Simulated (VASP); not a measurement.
# ZrS2 (P-3m1) in VASP: a series of runs, part 2 of 2

VASP 6.6.1.

### Step 3. Single point, HSE06 (epitaxial xy strain -3.0%)

POSCAR

```
ZrS2
1.0
    3.5641671124      0.0000000000      0.0000000000
   -1.7820835562      3.0866592627      0.0000000000
    0.0000000000      0.0000000000      5.9350537783
Zr S
1 2
Direct
    0.0000000000      0.0000000000      0.0000000000
    0.3333333333      0.6666666667      0.2515421988
    0.6666666667      0.3333333333      0.7484578012
```

INCAR.step1

```
SYSTEM = ZrS2
PREC = Accurate
ENCUT = 400
EDIFF = 1E-5
ISMEAR = 0
SIGMA = 0.01
LREAL = .FALSE.
LASPH = .TRUE.
NELM = 120
ALGO = Normal
ISIF = 2
LWAVE = .TRUE.
LCHARG = .FALSE.
GGA = PE
NBANDS = 19
GGA_COMPAT = .FALSE.
```

INCAR.step2

```
SYSTEM = ZrS2
PREC = Accurate
ENCUT = 400
EDIFF = 1E-6
ISMEAR = 0
SIGMA = 0.01
LREAL = .FALSE.
LASPH = .TRUE.
NELM = 120
ALGO = Normal
ISIF = 2
LWAVE = .FALSE.
LCHARG = .FALSE.
GGA = PE
LHFCALC = .TRUE.
HFSCREEN = 0.2079
PRECFOCK = Normal
ISTART = 1
NBANDS = 19
GGA_COMPAT = .FALSE.
```

KPOINTS

```
regular mesh
0
G
  6 6 4
  0 0 0
```

Potentials or basis: VASP PAW PBE potentials, release 64 (Zr_sv, S).

Command:

```sh
cat potpaw_PBE.64/Zr_sv/POTCAR potpaw_PBE.64/S/POTCAR > POTCAR
cp INCAR.step1 INCAR
mpirun -np 1 vasp_std > vasp.out
cp INCAR.step2 INCAR
mpirun -np 1 vasp_std > vasp.out
```

OUTCAR:

```text
SYSTEM = ZrS2
   PREC = Accurate
   ENCUT = 400
   EDIFF = 1E-6
   ISMEAR = 0
   LREAL = .FALSE.
   LASPH = .TRUE.
   NELM = 120
   ISIF = 2
   GGA = PE
   LHFCALC = .TRUE.
   HFSCREEN = 0.2079
   PRECFOCK = Normal
   ISTART = 1

 ion  position               nearest neighbor table
   1  0.000  0.000  0.000-   2 2.54   3 2.54   3 2.54   2 2.54   3 2.54   2 2.54
   2  0.333  0.667  0.252-   1 2.54   1 2.54   1 2.54
   3  0.667  0.333  0.748-   1 2.54   1 2.54   1 2.54

  LATTYP: Found a hexagonal cell.
 ALAT       =     3.5641671124
 C/A-ratio  =     1.6652007583

  Lattice vectors:

 A1 = (   3.5641671124,   0.0000000000,   0.0000000000)
 A2 = (  -1.7820835562,   3.0866592627,   0.0000000000)
 A3 = (   0.0000000000,   0.0000000000,   5.9350537783)

Analysis of symmetry for initial positions (statically):
=====================================================================
 Subroutine PRICEL returns:
 Original cell was already a primitive cell.

[... 174 lines left out ...]
  ---------------------------------------------------
  free energy    TOTEN  =       -25.34506882 eV

  energy without entropy =      -25.34506882  energy(sigma->0) =      -25.34506882

 E-fermi :   4.7991     XC(G=0):  -8.1281

 val. band max:        4.6061624807   @ k =   0.0000   0.0000   0.0000
 cond. band min:       5.9939740019   @ k =   0.5000  -0.0000   0.5000
 fundamental gap:      1.3878115212
 Fermi energy:         4.7991285149

 k-point     1 :       0.0000    0.0000    0.0000
  band No.  band energies     occupation
      1     -47.6753      2.00000
      2     -24.3891      2.00000
      3     -24.1651      2.00000
      4     -24.1651      2.00000
      5      -9.7004      2.00000
      6      -7.9984      2.00000
[... 505 lines left out ...]
      6      -8.1033      2.00000
[... 11 lines left out ...]
     18      13.9844      0.00000
     19      14.6268      0.00000

------------------------ aborting loop because EDIFF is reached ----------------------------------------

  FORCE on cell =-STRESS in cart. coord.  units (eV):
  Direction    XX          YY          ZZ          XY          YZ          ZX
  --------------------------------------------------------------------------------------
  -------------------------------------------------------------------------------------
  Total        2.1573434      2.1573434      0.1239960     -0.0000000     -0.0000000     -0.0000000
  in kB       52.9368942     52.9368942      3.0426145     -0.0000000     -0.0000000     -0.0000000
  external PRESSURE =      36.3054676 kB  Pullay stress =       0.0000000 kB

 VOLUME and BASIS-vectors are now :
 -----------------------------------------------------------------------------
  energy-cutoff  :      400.00
  volume of cell :       65.29
      direct lattice vectors                 reciprocal lattice vectors
     3.564167112  0.000000000  0.000000000     0.280570458  0.161987430  0.000000000
    -1.782083556  3.086659263  0.000000000     0.000000000  0.323974859  0.000000000
     0.000000000  0.000000000  5.935053778     0.000000000  0.000000000  0.168490470

 POSITION                                       TOTAL-FORCE (eV/Angst)
 -----------------------------------------------------------------------------------
      0.00000      0.00000      0.00000        -0.000000      0.000000      0.000000
     -0.00000      2.05777      1.49292         0.000000     -0.000000     -0.203453
      1.78208      1.02889      4.44214        -0.000000      0.000000      0.203453
 -----------------------------------------------------------------------------------
    total drift:                               -0.000000      0.000000     -0.000002

  FREE ENERGIE OF THE ION-ELECTRON SYSTEM (eV)
  ---------------------------------------------------
  free  energy   TOTEN  =       -25.3450688156 eV

  energy  without entropy=      -25.3450688156  energy(sigma->0) =      -25.34506882
```

OUTCAR.step1:

```text
SYSTEM = ZrS2
   PREC = Accurate
   ENCUT = 400
   EDIFF = 1E-5
   ISMEAR = 0
   LREAL = .FALSE.
   LASPH = .TRUE.
   NELM = 120
[... 750 lines left out ...]
      0.00000      0.00000      0.00000         0.000000      0.000000      0.000000
     -0.00000      2.05777      1.49292         0.000000      0.000000      0.053586
      1.78208      1.02889      4.44214        -0.000000      0.000000     -0.053586
 -----------------------------------------------------------------------------------
    total drift:                               -0.000000      0.000000      0.000000

  FREE ENERGIE OF THE ION-ELECTRON SYSTEM (eV)
  ---------------------------------------------------
  free  energy   TOTEN  =       -21.3182621255 eV

  energy  without entropy=      -21.3182621255  energy(sigma->0) =      -21.31826213
```

OSZICAR.step1:

```text
N       E                     dE             d eps       ncg     rms          rms(c)
DAV:   1     0.141928407244E+03    0.14193E+03   -0.10508E+04   912   0.959E+02
DAV:   2    -0.153460718140E+02   -0.15727E+03   -0.15303E+03  1173   0.254E+02
DAV:   3    -0.231015821414E+02   -0.77555E+01   -0.77196E+01  1511   0.516E+01
DAV:   4    -0.232472244148E+02   -0.14564E+00   -0.14535E+00  1252   0.640E+00
DAV:   5    -0.232503778932E+02   -0.31535E-02   -0.31525E-02  1371   0.869E-01    0.172E+01
DAV:   6    -0.213833678486E+02    0.18670E+01   -0.58043E+00  1007   0.135E+01    0.826E+00
DAV:   7    -0.213107035647E+02    0.72664E-01   -0.56471E-01  1188   0.406E+00    0.397E+00
DAV:   8    -0.213187696532E+02   -0.80661E-02   -0.96072E-02  1089   0.180E+00    0.935E-01
DAV:   9    -0.213180289011E+02    0.74075E-03   -0.11877E-02  1045   0.715E-01    0.521E-01
DAV:  10    -0.213182927117E+02   -0.26381E-03   -0.20569E-03  1054   0.322E-01    0.314E-01
DAV:  11    -0.213182357535E+02    0.56958E-04   -0.16788E-04  1063   0.989E-02    0.510E-02
DAV:  12    -0.213182633969E+02   -0.27643E-04   -0.81952E-05  1004   0.571E-02    0.293E-02
DAV:  13    -0.213182621255E+02    0.12715E-05   -0.42411E-06   647   0.117E-02
   1 F= -.21318262E+02 E0= -.21318262E+02  d E =-.341749E-12
```

It took 1.8 h on 1 thread of Intel Xeon 8259CL, shared host; peak memory 0.28 GiB.

What came out:

* Free energy: -25.3451 eV
* Pressure: 3.6 GPa
* Largest force: 0.203 eV/Å
* Band gap on the k mesh: 1.39 eV (least direct gap 2.38 eV)

Forces in eV/Å, atoms in the order of the input:
```
Zr   0.000  0.000  0.000
S    0.000  0.000 -0.203
S    0.000  0.000  0.203
```

Stress tensor (GPa, compression positive):
```
5.29 0.00 0.00
0.00 5.29 0.00
0.00 0.00 0.30
```

Caveat: the cell differs from its parent crystal (epitaxial xy strain -3.0%); the cell stands under pressure; the PAW data sets were made with another functional, which shifts forces and pressure a little; this functional lacks dispersion, which binds layers or chains, so the pressure and a relaxed spacing across them are unreliable. A k mesh can miss the band edges.
